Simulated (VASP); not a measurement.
# Rb2YOsC6N6 (Fm-3m) in VASP: a series of runs

Runs on Rb2YOsC6N6. Level: PBE. Tasks: single point.

All numbers are computed with VASP 6.6.1; they aren't measurements. Logs are shortened: lines on timing, memory, paths and dates and some standing lists are left out, and cuts for length are marked.

### 1 The cell of the first run

The structure is cubic, space group Fm-3m (No. 225). Conventional cell: a = 11.106 Å, b = 11.106 Å, c = 11.106 Å, α = 90.00°, β = 90.00°, γ = 90.00°. Rb (site symmetry -43m) has 12 N at 3.95 Å and 12 C at 4.00 Å and 4 Y at 4.81 Å and 4 Os at 4.81 Å within 5.2 Å. Y (site symmetry m-3m) has 6 N at 2.35 Å within 3.1 Å. Within 2.7 Å of Os (site symmetry m-3m) lie 6 C at 2.02 Å. C (site symmetry 4mm) has 1 N at 1.19 Å within 1.6 Å. N (site symmetry 4mm) has 1 C at 1.19 Å within 1.6 Å.

### 2 Single point, PBE

File INCAR:

```
PREC = Accurate
ENCUT = 520
EDIFF = 1E-7
ISMEAR = 0
SIGMA = 0.1
LREAL = Auto
LASPH = True
NELM = 100
ALGO = Normal
ISIF = 2
LWAVE = False
LCHARG = True
GGA = PE
LELF = True
LVHAR = True
NBANDS = 60
```

File KPOINTS:

```
Automatic mesh
0
Gamma
  6 6 6
```

File POSCAR:

```
Rb2YOsC6N6
1.0
    0.0000000000      5.5529343525      5.5529343525
    5.5529343525      0.0000000000      5.5529343525
    5.5529343525      5.5529343525      0.0000000000
Rb Y Os C N
2 1 1 6 6
Direct
    0.2500000000      0.2500000000      0.2500000000
    0.7500000000      0.7500000000      0.7500000000
    0.5000000000      0.5000000000      0.5000000000
    0.0000000000      0.0000000000      0.0000000000
    0.8185147615      0.1814852385      0.1814852385
    0.1814852385      0.8185147615      0.1814852385
    0.1814852385      0.1814852385      0.8185147615
    0.1814852385      0.8185147615      0.8185147615
    0.8185147615      0.1814852385      0.8185147615
    0.8185147615      0.8185147615      0.1814852385
    0.7116899134      0.2883100866      0.2883100866
    0.2883100866      0.7116899134      0.2883100866
    0.2883100866      0.2883100866      0.7116899134
    0.2883100866      0.7116899134      0.7116899134
    0.7116899134      0.2883100866      0.7116899134
    0.7116899134      0.7116899134      0.2883100866
```

Potentials or basis: VASP PAW PBE potentials, release 64 (Rb_sv, Y_sv, Os, C, N).

Run with:

```sh
> cat potpaw_PBE.64/Rb_sv/POTCAR potpaw_PBE.64/Y_sv/POTCAR potpaw_PBE.64/Os/POTCAR potpaw_PBE.64/C/POTCAR potpaw_PBE.64/N/POTCAR > POTCAR
> mpirun -np 1 vasp_std > vasp.out
```

OUTCAR:

```text
PREC = Accurate
   ENCUT = 520
   EDIFF = 1E-7
   ISMEAR = 0
   LREAL = Auto
   LASPH = True
   NELM = 100
   ISIF = 2
   GGA = PE

 ion  position               nearest neighbor table
   1  0.250  0.250  0.250-   3 4.81   3 4.81   3 4.81   3 4.81   2 5.55   2 5.55   2 5.55   2 5.55
                             2 5.55   2 5.55
   2  0.750  0.750  0.750-   3 4.81   3 4.81   3 4.81   3 4.81   1 5.55   1 5.55   1 5.55   1 5.55
                             1 5.55   1 5.55
   3  0.500  0.500  0.500-  11 2.35  12 2.35  13 2.35  14 2.35  15 2.35  16 2.35   1 4.81   1 4.81
                             1 4.81   2 4.81   1 4.81   2 4.81   2 4.81   2 4.81
   4  0.000  0.000  0.000-   5 2.02   6 2.02   7 2.02   8 2.02   9 2.02  10 2.02
   5  0.819  0.181  0.181-  11 1.19   4 2.02
   6  0.181  0.819  0.181-  12 1.19   4 2.02
   7  0.181  0.181  0.819-  13 1.19   4 2.02
   8  0.181  0.819  0.819-  14 1.19   4 2.02
   9  0.819  0.181  0.819-  15 1.19   4 2.02
  10  0.819  0.819  0.181-  16 1.19   4 2.02
  11  0.712  0.288  0.288-   5 1.19   3 2.35
  12  0.288  0.712  0.288-   6 1.19   3 2.35
  13  0.288  0.288  0.712-   7 1.19   3 2.35
  14  0.288  0.712  0.712-   8 1.19   3 2.35
  15  0.712  0.288  0.712-   9 1.19   3 2.35
  16  0.712  0.712  0.288-  10 1.19   3 2.35

  LATTYP: Found a face centered cubic cell.
 ALAT       =    11.1058687050

  Lattice vectors:

 A1 = (   0.0000000000,   5.5529343525,   5.5529343525)
 A2 = (   5.5529343525,   0.0000000000,   5.5529343525)
 A3 = (   5.5529343525,   5.5529343525,   0.0000000000)

Analysis of symmetry for initial positions (statically):
=====================================================================
 Subroutine PRICEL returns:
 Original cell was already a primitive cell.

 Routine SETGRP: Setting up the symmetry group for a
 face centered cubic supercell.

 Subroutine GETGRP returns: Found 48 space group operations
 (whereof 48 operations were pure point group operations)
 out of a pool of 48 trial point group operations.

The static configuration has the point symmetry O_h .

Analysis of symmetry for dynamics (positions and initial velocities):
=====================================================================
 Subroutine PRICEL returns:
 Original cell was already a primitive cell.

 Routine SETGRP: Setting up the symmetry group for a
 face centered cubic supercell.

 Subroutine GETGRP returns: Found 48 space group operations
 (whereof 48 operations were pure point group operations)
 out of a pool of 48 trial point group operations.

The dynamic configuration has the point symmetry O_h .

 Subroutine INISYM returns: Found 48 space group operations
 (whereof 48 operations are pure point group operations),
 and found     1 'primitive' translations

----------------------------------------------------------------------------------------

                                     Primitive cell

  volume of cell :     342.4503

  direct lattice vectors                    reciprocal lattice vectors
     0.000000000  5.552934353  5.552934353    -0.090042484  0.090042484  0.090042484
     5.552934353  0.000000000  5.552934353     0.090042484 -0.090042484  0.090042484
     5.552934353  5.552934353  0.000000000     0.090042484  0.090042484 -0.090042484

  length of vectors
     7.853035072  7.853035072  7.853035072     0.155958156  0.155958156  0.155958156

  position of ions in fractional coordinates (direct lattice)
     0.250000000  0.250000000  0.250000000
     0.750000000  0.750000000  0.750000000
     0.500000000  0.500000000  0.500000000
     0.000000000  0.000000000  0.000000000
     0.818514761  0.181485239  0.181485239
     0.181485239  0.818514761  0.181485239
[... 8 lines left out ...]
     0.711689913  0.288310087  0.711689913
     0.711689913  0.711689913  0.288310087

  ion indices of the primitive-cell ions
   primitive index   ion index
                 1           1
                 2           2
                 3           3
                 4           4
                 5           5
                 6           6
[... 8 lines left out ...]
                15          15
                16          16

----------------------------------------------------------------------------------------

 KPOINTS: Automatic mesh

Automatic generation of k-mesh.
 Grid dimensions read from file:
 generate k-points for:    6    6    6

 Generating k-lattice:

  Cartesian coordinates                     Fractional coordinates (reciprocal lattice)
    -0.015007081  0.015007081  0.015007081     0.166666667  0.000000000  0.000000000
     0.015007081 -0.015007081  0.015007081     0.000000000  0.166666667  0.000000000
     0.015007081  0.015007081 -0.015007081     0.000000000  0.000000000  0.166666667

  Length of vectors
     0.025993026  0.025993026  0.025993026

  Shift w.r.t. Gamma in fractional coordinates (k-lattice)
     0.000000000  0.000000000  0.000000000

 Subroutine IBZKPT returns following result:
 ===========================================

 Found     16 irreducible k-points:

 Following reciprocal coordinates:
            Coordinates               Weight
  0.000000  0.000000  0.000000      1.000000
  0.166667  0.000000  0.000000      8.000000
  0.333333  0.000000  0.000000      8.000000
  0.500000  0.000000  0.000000      4.000000
  0.166667  0.166667  0.000000      6.000000
  0.333333  0.166667  0.000000     24.000000
[... 8 lines left out ...]
 -0.333333  0.333333  0.166667     24.000000
 -0.333333  0.500000  0.166667     12.000000
   k-points           NKPTS =     16   k-points in BZ     NKDIM =     16   number of bands    NBANDS=     60
   number of dos      NEDOS =    301   number of ions     NIONS =     16
   total plane-waves  NPLWV = 216000
   dimension x,y,z NGX =    60 NGY =   60 NGZ =   60
   dimension x,y,z NGXF=   120 NGYF=  120 NGZF=  120
   ions per type =               2   1   1   6   6
   NGX,Y,Z   is equivalent  to a cutoff of  12.70, 12.70, 12.70 a.u.
   NGXF,Y,Z  is equivalent  to a cutoff of  25.40, 25.40, 25.40 a.u.
 SYSTEM =  unknown system
   PREC   = accura    normal or accurate (medium, high low for compatibility)
   ISTART =      0    job   : 0-new  1-cont  2-samecut
   ICHARG =      2    charge: 1-file 2-atom 10-const
   ISPIN  =      1    spin polarized calculation?
   LNONCOLLINEAR =      F non collinear calculations
   LSORBIT =      F    spin-orbit coupling
   LASPH  =      T    aspherical Exc in radial PAW
   ENCUT  =  520.0 eV  38.22 Ry    6.18 a.u.  14.60 14.60 14.60*2*pi/ulx,y,z
   NELM   =    100;   NELMIN=  2; NELMDL= -5     # of ELM steps
   EDIFF  = 0.1E-06   stopping-criterion for ELM
   LREAL  =      T    real-space projection
   EDIFFG = 0.1E-05   stopping-criterion for IOM
   NSW    =      0    number of steps for IOM
   IBRION =     -1    ionic relax: 0-MD 1-quasi-New 2-CG
   NFREE  =      0    steps in history (QN), initial steepest desc. (CG)
   ISIF   =      2    stress and relaxation
   ISYM   =      2    0-nonsym 1-usesym 2-fastsym
   POTIM  = 0.5000    time-step for ionic-motion
   TEBEG  =    0.0;   TEEND  =   0.0 temperature during run
   PSTRESS=    0.0 pullay stress
   NELECT =      91.0000    total number of electrons
   NUPDOWN=      -1.0000    fix difference up-down
   EMIN   =  10.00;   EMAX   =-10.00  energy-range for DOS
   EFERMI =   0.00;   METHOD = LEGACY
   ISMEAR =     0;   SIGMA  =   0.10  broadening in eV -4-tet -1-fermi 0-gaus
   EFERMI_NEDOS =   21; number of points for ismear=-14 and -15
   IALGO  =     38    algorithm
   IMIX   =      4    mixing-type and parameters
     AMIX     =   0.40;   BMIX     =  1.00
     AMIX_MAG =   1.60;   BMIX_MAG =  1.00
  volume/ion in A,a.u.               =      21.40       144.44
  Fermi-wavevector in a.u.,A,eV,Ry     =   1.052502  1.988940 15.071984  1.107760
  Thomas-Fermi vector in A             =   2.187587
   LORBIT       =      0    0 simple, 1 ext, 2 COOP (PROOUT), +10 PAW based schemes
   GGA     = PE    functional components
   LHFCALC =     F    Hartree Fock is set to
   AEXX    =    0.0000 exact exchange contribution
   IVDW    =     0    specifies the selected vdW correction
   LEPSILON=     F    determine dielectric tensor
   LRPA    =     F    only Hartree local field effects (RPA)
 non-spin polarized calculation
 Gauss-broadening in eV      SIGMA  =   0.10
  energy-cutoff  :      520.00
  volume of cell :      342.45
 maximum number of plane-waves:      9272
 NGX is ok and might be reduce to    60
   NGX = 29   NGY = 29   NGZ = 29

 number of electron      90.9999993 magnetization

 Free energy of the ion-electron system (eV)
  ---------------------------------------------------
  ext. energy  EPLUGINS =         0.00000000
  ---------------------------------------------------
  free energy    TOTEN  =      -130.03803486 eV

  energy without entropy =     -129.99241340  energy(sigma->0) =     -130.01522413

 E-fermi :   3.1167     XC(G=0):  -7.5797

 val. band max:        3.1106145350   @ k =   0.5000   0.3333   0.1667
 cond. band min:       3.1270749300   @ k =   0.0000   0.0000   0.0000
 fundamental gap:      0.0164603950
 Fermi energy:         3.1166944308

 k-point     1 :       0.0000    0.0000    0.0000
  band No.  band energies     occupation
      1     -40.6042      2.00000
      2     -27.0388      2.00000
      3     -27.0379      2.00000
      4     -20.7709      2.00000
      5     -20.7709      2.00000
      6     -20.7709      2.00000
[... 49 lines left out ...]
     56       4.9560      0.00000
     57       4.9560      0.00000

 k-point     2 :       0.1667    0.0000    0.0000
  band No.  band energies     occupation
      1     -40.6042      2.00000
      2     -27.0387      2.00000
      3     -27.0380      2.00000
      4     -20.7710      2.00000
      5     -20.7709      2.00000
      6     -20.7709      2.00000
[... 49 lines left out ...]
     56       5.0446      0.00000
     57       5.0746      0.00000
[... 778 lines left out ...]
     56       5.4120      0.00000
     57       5.4764      0.00000

 k-point    16 :      -0.3333    0.5000    0.1667
  band No.  band energies     occupation
      1     -40.6042      2.00000
      2     -27.0384      2.00000
      3     -27.0383      2.00000
      4     -20.7710      2.00000
      5     -20.7710      2.00000
      6     -20.7709      2.00000
[... 49 lines left out ...]
     56       5.2304      0.00000
     57       5.3087      0.00000
 [bands above 57 left out]

------------------------ aborting loop because EDIFF is reached ----------------------------------------

  FORCE on cell =-STRESS in cart. coord.  units (eV):
  Direction    XX          YY          ZZ          XY          YZ          ZX
  --------------------------------------------------------------------------------------
  -------------------------------------------------------------------------------------
  Total        0.8284746      0.8284746      0.8284746      0.0000000      0.0000000     -0.0000000
  in kB        3.8760748      3.8760748      3.8760748      0.0000000      0.0000000     -0.0000000
  external PRESSURE =       3.8760748 kB  Pullay stress =       0.0000000 kB

 VOLUME and BASIS-vectors are now :
 -----------------------------------------------------------------------------
  energy-cutoff  :      520.00
  volume of cell :      342.45
      direct lattice vectors                 reciprocal lattice vectors
     0.000000000  5.552934353  5.552934353    -0.090042484  0.090042484  0.090042484
     5.552934353  0.000000000  5.552934353     0.090042484 -0.090042484  0.090042484
     5.552934353  5.552934353  0.000000000     0.090042484  0.090042484 -0.090042484

 POSITION                                       TOTAL-FORCE (eV/Angst)
 -----------------------------------------------------------------------------------
      2.77647      2.77647      2.77647        -0.000000      0.000000     -0.000000
      8.32940      8.32940      8.32940        -0.000000     -0.000000     -0.000000
      5.55293      5.55293      5.55293        -0.000000      0.000000     -0.000000
      0.00000      0.00000      0.00000        -0.000000      0.000000     -0.000000
      2.01555      5.55293      5.55293        -0.222842      0.000000     -0.000000
      5.55293      2.01555      5.55293        -0.000000     -0.222842     -0.000000
[... 8 lines left out ...]
      5.55293      7.90393      5.55293        -0.000000     -0.298209     -0.000000
      5.55293      5.55293      7.90393        -0.000000      0.000000     -0.298209
 -----------------------------------------------------------------------------------
    total drift:                               -0.000000     -0.000000      0.000000

  FREE ENERGIE OF THE ION-ELECTRON SYSTEM (eV)
  ---------------------------------------------------
  free  energy   TOTEN  =      -130.0380348577 eV

  energy  without entropy=     -129.9924134034  energy(sigma->0) =     -130.01522413
```

Run time: 9.2 min. Hardware: 1 thread of Intel Xeon 6975P-C (Granite Rapids), shared host; peak memory 0.63 GiB.

What came out:

| Property | Result |
| --- | --- |
| Free energy | -130.0380 eV |
| Pressure | 0.4 GPa |
| Largest force | 0.298 eV/Å |
| Band gap on the k mesh | zero (an odd number of electrons rules out a gap without spin polarisation) |

Forces on the atoms (eV/Å):
```
Rb   0.000  0.000  0.000
Rb   0.000  0.000  0.000
Y    0.000  0.000  0.000
Os   0.000  0.000  0.000
C   -0.223  0.000  0.000
C    0.000 -0.223  0.000
C    0.000  0.000 -0.223
C    0.223  0.000  0.000
C    0.000  0.223  0.000
C    0.000  0.000  0.223
N    0.298  0.000  0.000
N    0.000  0.298  0.000
N    0.000  0.000  0.298
N   -0.298  0.000  0.000
N    0.000 -0.298  0.000
N    0.000  0.000 -0.298
```

Caveat: spin-orbit coupling is left out, which moves the levels of the heavy elements; an odd number of electrons without spin polarisation forces a metal; a magnetic or distorted state may lie lower.

### 3 Single point, PBE, collinear spin

This run uses another cell than the first one, of 18.36 Å³/atom.

File INCAR:

```
PREC = Accurate ; ENCUT = 520
EDIFF = 1E-6 ; ISMEAR = 0
SIGMA = 0.1 ; LREAL = Auto
LASPH = True ; NELM = 150
ALGO = Normal ; ISIF = 2
LWAVE = False ; LCHARG = False
ISPIN = 2 ; MAGMOM = 0 0 0 1 0 0 0 0 0 0 0 0 0 0 0 0
LORBIT = 11 ; LMAXMIX = 4
GGA = PE ; NBANDS = 64
```

File KPOINTS:

```
regular mesh
0
Gamma
  4 4 4
```

File POSCAR:

```
Rb2YOsC6N6
1.0
    0.0000000000      5.2760000000      5.2760000000
    5.2760000000      0.0000000000      5.2760000000
    5.2760000000      5.2760000000      0.0000000000
Rb Y Os C N
2 1 1 6 6
Direct
    0.2500000000      0.2500000000      0.2500000000
    0.7500000000      0.7500000000      0.7500000000
    0.5000000000      0.5000000000      0.5000000000
    0.0000000000      0.0000000000      0.0000000000
    0.8203184200      0.1796815800      0.1796815800
    0.1796815800      0.8203184200      0.1796815800
    0.1796815800      0.1796815800      0.8203184200
    0.1796815800      0.8203184200      0.8203184200
    0.8203184200      0.1796815800      0.8203184200
    0.8203184200      0.8203184200      0.1796815800
    0.7094389700      0.2905610300      0.2905610300
    0.2905610300      0.7094389700      0.2905610300
    0.2905610300      0.2905610300      0.7094389700
    0.2905610300      0.7094389700      0.7094389700
    0.7094389700      0.2905610300      0.7094389700
    0.7094389700      0.7094389700      0.2905610300
```

Potentials or basis: VASP PAW PBE potentials, release 64 (Rb_sv, Y_sv, Os, C, N).

Run with:

```sh
> cat potpaw_PBE.64/Rb_sv/POTCAR potpaw_PBE.64/Y_sv/POTCAR potpaw_PBE.64/Os/POTCAR potpaw_PBE.64/C/POTCAR potpaw_PBE.64/N/POTCAR > POTCAR
> mpirun -np 1 vasp_std > vasp.out
```

Wall time 7.5 min (1 thread of Intel Xeon 6975P-C (Granite Rapids), shared host); peak memory 0.68 GiB.

It converged, with:

| Property | Result |
| --- | --- |
| Free energy | -127.9700 eV |
| Pressure | 15.4 GPa |
| Largest force | 1.199 eV/Å |
| Net moment | 0.00 μB per cell |
| Valence electrons inside the program's atomic spheres | Rb 7.29; Y 10.36; Os 8.88; C 2.67; N 3.94 |

Forces on the atoms (eV/Å):
```
Rb   0.000  0.000  0.000
Rb   0.000  0.000  0.000
Y    0.000  0.000  0.000
Os   0.000  0.000  0.000
C    1.199  0.000  0.000
C    0.000  1.199  0.000
C    0.000  0.000  1.199
C   -1.199  0.000  0.000
C    0.000 -1.199  0.000
C    0.000  0.000 -1.199
N    0.844  0.000  0.000
N    0.000  0.844  0.000
N    0.000  0.000  0.844
N   -0.844  0.000  0.000
N    0.000 -0.844  0.000
N    0.000  0.000 -0.844
```

Levels at points of the mesh, in eV from the Fermi level:
Spin up:
```tsv
k point	band 41	band 42	band 43	band 44	band 45	band 46	band 47	band 48	band 49	band 50
(0.00, 0.00, 0.00)	-5.98	-5.98	-4.76	-4.76	-4.76	0.15	0.75	0.75	0.75	1.11
(0.50, 0.00, 0.00)	-5.88	-5.88	-4.28	-4.17	-4.17	-0.29	-0.17	-0.17	1.39	1.56
(0.50, 0.50, 0.00)	-5.69	-5.54	-4.78	-3.89	-3.89	0.74	0.74	0.91	1.18	1.20
```
Spin down:
| k point | band 41 | band 42 | band 43 | band 44 | band 45 | band 46 | band 47 | band 48 | band 49 | band 50 |
| --- | --- | --- | --- | --- | --- | --- | --- | --- | --- | --- |
| (0.00, 0.00, 0.00) | -5.98 | -5.98 | -4.76 | -4.76 | -4.76 | 0.15 | 0.75 | 0.75 | 0.75 | 1.11 |
| (0.50, 0.00, 0.00) | -5.88 | -5.88 | -4.28 | -4.17 | -4.17 | -0.29 | -0.17 | -0.17 | 1.39 | 1.56 |
| (0.50, 0.50, 0.00) | -5.69 | -5.54 | -4.78 | -3.89 | -3.89 | 0.74 | 0.74 | 0.91 | 1.18 | 1.20 |

Caveat: the cell stands under pressure; spin-orbit coupling is left out, which moves the levels of the heavy elements; forces of over 1 eV/Å act on the atoms, so gaps and moduli don't describe the material at rest.

The gap in the log of VASP goes by the Fermi energy; the results here count the filled bands.